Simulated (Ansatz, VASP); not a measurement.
# One calculation of SiO2, two programs

```
Si O
1.0
     4.07802    0.00000    0.00000
     0.00000    4.07802    0.00000
     0.00000    0.00000    2.43784
Si O
2 4
Direct
  0.50000 0.50000 0.50000
  0.00000 0.00000 0.00000
  0.69301 0.69301 0.00000
  0.19301 0.80699 0.50000
  0.30699 0.30699 0.00000
  0.80699 0.19301 0.50000
```

Alike in both runs: task single point; functional PBE; k mesh 6 × 6 × 10; occupations gaussian, width 0.05 eV; no spin polarisation.

|  | VASP | Ansatz |
| --- | --- | --- |
| version | VASP 6.6.1 | Ansatz 0.2.0 |
| potentials or method | VASP PAW PBE potentials, release 64 (Si, O), cutoff 520 eV | scalar-relativistic, plane waves, PAW |
| valence electrons in the cell | 32 | 32 |

|  | VASP | Ansatz | Ansatz less VASP |
| --- | --- | --- | --- |
| gap on the k mesh at the Fermi level (eV) | 8.38 | 8.42 | +0.042 |
| least direct gap on the mesh (eV) | 8.38 | 8.42 | +0.042 |
| rms of the force components (eV/Å) | 0.744 | 0.717 | -0.0274 |

Atom by atom the forces differ by 0.027 eV/Å (rms over components). The functional is the same, so the differences come from potentials, cutoffs and numerics.
